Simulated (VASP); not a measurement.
# SiC in VASP: notebook, part 2 of 2

VASP 6.6.1.

### Step 3. Single point, PBEsol (mode 4 frozen in at -0.024 Å and mode 5 at -0.024 Å (largest displacements))

INCAR reads:

```
PREC = Accurate
ENCUT = 520
EDIFF = 1E-6
ISMEAR = 0
SIGMA = 0.05
LREAL = False
LASPH = True
NELM = 100
ALGO = Normal
ISIF = 2
LWAVE = False
LCHARG = False
GGA = PS
NBANDS = 11
```

KPOINTS reads:

```
Automatic mesh
0
Gamma
  10 10 10
```

POSCAR reads:

```
SiC
1.0
    0.0000000000      2.1783945700      2.1783945700
    2.1783945700      0.0000000000      2.1783945700
    2.1783945700      2.1783945700      0.0000000000
Si C
1 1
Direct
    0.0000000000      0.0047117196      0.0000000000
    0.7500000000      0.7389827122      0.7500000000
```

Potentials or basis: VASP PAW PBE potentials, release 64 (Si, C).

Command:

```sh
$ cat potpaw_PBE.64/Si/POTCAR potpaw_PBE.64/C/POTCAR > POTCAR
$ mpirun -np 1 vasp_std > vasp.out
```

It took 14 s on 1 thread of Intel Xeon 6975P-C (Granite Rapids), shared host; peak memory 0.17 GiB.

The run converged. Its results:

```yaml
Free_energy: -15.8924 eV
Pressure: 0.6 GPa
Largest_force: 0.936 eV/Å
Band_gap_on_the_k_mesh: 1.00 eV, indirect (least direct gap 4.35 eV)
```

Forces in eV/Å, atoms in the order of the input:
```
Si  -0.659  0.081 -0.659
C    0.659 -0.081  0.659
```

Stress tensor (GPa, compression positive):
```
 0.56 -2.30  0.35
-2.30  0.79 -2.30
 0.35 -2.30  0.56
```

Levels at points of the mesh, in eV from the valence-band top:
| k point | band 2 | band 3 | band 4 | band 5 | band 6 | band 7 |
| --- | --- | --- | --- | --- | --- | --- |
| (0.00, 0.00, 0.00) | -0.46 | -0.22 | 0.00 | 5.96 | 6.94 | 7.02 |
| (0.50, 0.00, 0.00) | -8.83 | -1.46 | -1.09 | 5.14 | 6.70 | 7.14 |
| (0.00, 0.50, 0.00) | -8.96 | -1.32 | -1.11 | 5.15 | 6.86 | 7.11 |
| (0.50, 0.50, 0.50) | -8.69 | -1.46 | -1.24 | 5.16 | 6.73 | 6.98 |
| (0.50, 0.50, 0.00) | -8.06 | -3.52 | -3.35 | 1.00 | 3.97 | 13.74 |
| (0.50, 0.00, 0.50) | -8.06 | -3.43 | -3.42 | 1.00 | 3.97 | 13.75 |

Caveat: the cell differs from its parent crystal (mode 4 frozen in at -0.024 Å and mode 5 at -0.024 Å (largest displacements)); the PAW data sets were made with another functional, which shifts forces and pressure a little. A k mesh can miss the band edges.

### Step 4. Single point, PBEsol (mode 4 frozen in at -0.060 Å and mode 5 at -0.036 Å (largest displacements))

INCAR reads:

```
SYSTEM = SiC
PREC = Accurate ; ENCUT = 520
EDIFF = 1E-7 ; ISMEAR = 0
SIGMA = 0.05 ; LREAL = .FALSE.
LASPH = .TRUE. ; NELM = 80
ALGO = Normal ; ISIF = 2
LWAVE = .FALSE. ; LCHARG = .FALSE.
GGA = PS ; NBANDS = 11
```

KPOINTS reads:

```
Automatic mesh
0
G
  10 10 10
  0 0 0
```

POSCAR reads:

```
SiC
1.0
    0.0000000000      2.1783945700      2.1783945700
    2.1783945700      0.0000000000      2.1783945700
    2.1783945700      2.1783945700      0.0000000000
Si C
1 1
Direct
   -0.0023558598      0.0094234391      0.0023558598
    0.7555086439      0.7279654243      0.7444913561
```

Potentials or basis: VASP PAW PBE potentials, release 64 (Si, C).

Command:

```sh
$ cat potpaw_PBE.64/Si/POTCAR potpaw_PBE.64/C/POTCAR > POTCAR
$ mpirun -np 1 vasp_std > vasp.out
```

OUTCAR:

```text
SYSTEM = SiC
   PREC = Accurate
   ENCUT = 520
   EDIFF = 1E-7
   ISMEAR = 0
   LREAL = .FALSE.
   LASPH = .TRUE.
   NELM = 80
   ISIF = 2
   GGA = PS

 ion  position               nearest neighbor table
   1  0.998  0.009  0.002-   2 1.81   2 1.87   2 1.91   2 1.97
   2  0.756  0.728  0.744-   1 1.81   1 1.87   1 1.91   1 1.97

  LATTYP: Found a face centered cubic cell.
 ALAT       =     4.3567891400

  Lattice vectors:

 A1 = (   0.0000000000,   2.1783945700,   2.1783945700)
 A2 = (   2.1783945700,   0.0000000000,   2.1783945700)
 A3 = (   2.1783945700,   2.1783945700,   0.0000000000)
[... 512 lines left out ...]
      7      15.9954      0.00000
      8      16.1582      0.00000
      9      20.1005      0.00000
     10      22.8044      0.00000
     11      25.2421      0.00000

 [... further k-points ...]
[... 5 lines left out ...]
  --------------------------------------------------------------------------------------
  -------------------------------------------------------------------------------------
  Total        0.1011286      0.2817986      0.2147839     -0.4564024     -0.7505916      0.1703030
  in kB        7.8369124     21.8378457     16.6445743    -35.3686805    -58.1667293     13.1975505
  external PRESSURE =      15.4397775 kB  Pullay stress =       0.0000000 kB

 VOLUME and BASIS-vectors are now :
 -----------------------------------------------------------------------------
  energy-cutoff  :      520.00
  volume of cell :       20.67
      direct lattice vectors                 reciprocal lattice vectors
     0.000000000  2.178394570  2.178394570    -0.229526830  0.229526830  0.229526830
     2.178394570  0.000000000  2.178394570     0.229526830 -0.229526830  0.229526830
     2.178394570  2.178394570  0.000000000     0.229526830  0.229526830 -0.229526830

 POSITION                                       TOTAL-FORCE (eV/Angst)
 -----------------------------------------------------------------------------------
      0.02566      2.17839      2.19379        -1.642270      0.306580     -1.004443
      3.20759      3.26759      3.23159         1.642270     -0.306580      1.004443
 -----------------------------------------------------------------------------------
    total drift:                                0.000078     -0.000012     -0.000014

  FREE ENERGIE OF THE ION-ELECTRON SYSTEM (eV)
  ---------------------------------------------------
  free  energy   TOTEN  =       -15.8189715740 eV

  energy  without entropy=      -15.8189715740  energy(sigma->0) =      -15.81897157
```

Wall time 27 s (1 thread of Intel Xeon 6975P-C (Granite Rapids), shared host); peak memory 0.22 GiB.

What came out:

| Item | Value |
| --- | --- |
| Free energy | -15.8190 eV |
| Pressure | 1.5 GPa |
| Largest force | 1.949 eV/Å |
| Band gap on the k mesh | 0.76 eV, indirect (least direct gap 4.22 eV) |

Forces in eV/Å, atoms in the order of the input:
```
Si  -1.642  0.307 -1.004
C    1.642 -0.307  1.004
```

Levels at points of the mesh, in eV from the valence-band top:
| k point | band 1 | band 2 | band 3 | band 4 | band 5 | band 6 | band 7 | band 8 |
| --- | --- | --- | --- | --- | --- | --- | --- | --- |
| (0.00, 0.00, 0.00) | -15.88 | -0.93 | -0.43 | 0.00 | 5.71 | 6.66 | 6.78 | 7.04 |
| (0.50, 0.00, 0.00) | -12.31 | -8.98 | -1.90 | -1.15 | 4.88 | 6.25 | 7.11 | 9.46 |
| (0.00, 0.50, 0.00) | -12.16 | -9.32 | -1.59 | -1.15 | 4.90 | 6.56 | 7.11 | 9.43 |
| (0.00, 0.00, 0.50) | -12.25 | -9.11 | -1.82 | -1.10 | 4.88 | 6.30 | 7.18 | 9.46 |
| (0.50, 0.50, 0.50) | -12.39 | -8.78 | -1.88 | -1.39 | 4.94 | 6.30 | 6.85 | 9.47 |
| (0.50, 0.50, 0.00) | -10.82 | -8.29 | -3.76 | -3.51 | 0.77 | 3.72 | 13.50 | 13.57 |
| (0.00, 0.50, 0.50) | -10.83 | -8.26 | -3.87 | -3.45 | 0.77 | 3.76 | 13.50 | 13.54 |
| (0.50, 0.00, 0.50) | -10.82 | -8.30 | -3.65 | -3.60 | 0.76 | 3.70 | 13.52 | 13.56 |

Caveat: the cell differs from its parent crystal (mode 4 frozen in at -0.060 Å and mode 5 at -0.036 Å (largest displacements)); the PAW data sets were made with another functional, which shifts forces and pressure a little. A k mesh can miss the band edges.

### Step 5. Single point, PBEsol (mode 4 frozen in at -0.036 Å and mode 5 at -0.012 Å (largest displacements))

INCAR reads:

```
SYSTEM = SiC
ALGO = Normal ; EDIFF = 1E-6
ENCUT = 520 ; GGA = PS
ISIF = 2 ; ISMEAR = 0
LASPH = .TRUE. ; LCHARG = .FALSE.
LREAL = .FALSE. ; LWAVE = .FALSE.
NBANDS = 11 ; NELM = 80
PREC = Accurate ; SIGMA = 0.05
```

KPOINTS reads:

```
k-points
0
G
  10 10 10
  0 0 0
```

POSCAR reads:

```
SiC
1.0
    0.0000000000      2.1783945700      2.1783945700
    2.1783945700      0.0000000000      2.1783945700
    2.1783945700      2.1783945700      0.0000000000
Si C
1 1
Direct
   -0.0023558598      0.0047117196      0.0023558598
    0.7555086439      0.7389827122      0.7444913561
```

Command:

```sh
$ cat potpaw_PBE.64/Si/POTCAR potpaw_PBE.64/C/POTCAR > POTCAR
$ mpirun -np 1 vasp_std > vasp.out
```

It took 26 s on 1 thread of Intel Xeon 6975P-C (Granite Rapids), shared host; peak memory 0.21 GiB.

The run converged. Its results:

```yaml
Free_energy: -15.8868 eV
Pressure: 0.7 GPa
Largest_force: 1.041 eV/Å
Band_gap_on_the_k_mesh: 0.98 eV, indirect (least direct gap 4.32 eV)
```

Forces in eV/Å, atoms in the order of the input:
```
Si  -0.985  0.061 -0.331
C    0.985 -0.061  0.331
```

Stress tensor (GPa, compression positive):
```
 0.39 -1.16  0.26
-1.16  0.89 -3.44
 0.26 -3.44  0.83
```

Levels at points of the mesh, in eV from the valence-band top:
```
           k point  band 1  band 2  band 3  band 4  band 5  band 6  band 7  band 8
(0.00, 0.00, 0.00)  -15.68   -0.51   -0.24    0.00    5.94    6.91    7.00    7.12
(0.50, 0.00, 0.00)  -12.10   -8.78   -1.53   -1.14    5.12    6.64    7.09    9.67
(0.00, 0.50, 0.00)  -12.01   -8.99   -1.37   -1.10    5.12    6.79    7.13    9.66
(0.00, 0.00, 0.50)  -12.05   -8.92   -1.45   -1.08    5.12    6.70    7.16    9.66
(0.50, 0.50, 0.50)  -12.13   -8.72   -1.52   -1.22    5.13    6.66    7.00    9.67
(0.50, 0.50, 0.00)  -10.61   -8.09   -3.49   -3.41    0.98    3.94   13.71   13.73
(0.00, 0.50, 0.50)  -10.62   -8.07   -3.59   -3.34    0.98    3.96   13.71   13.72
(0.50, 0.00, 0.50)  -10.61   -8.09   -3.46   -3.45    0.98    3.94   13.72   13.73
```

Caveat: the cell differs from its parent crystal (mode 4 frozen in at -0.036 Å and mode 5 at -0.012 Å (largest displacements)); the PAW data sets were made with another functional, which shifts forces and pressure a little.
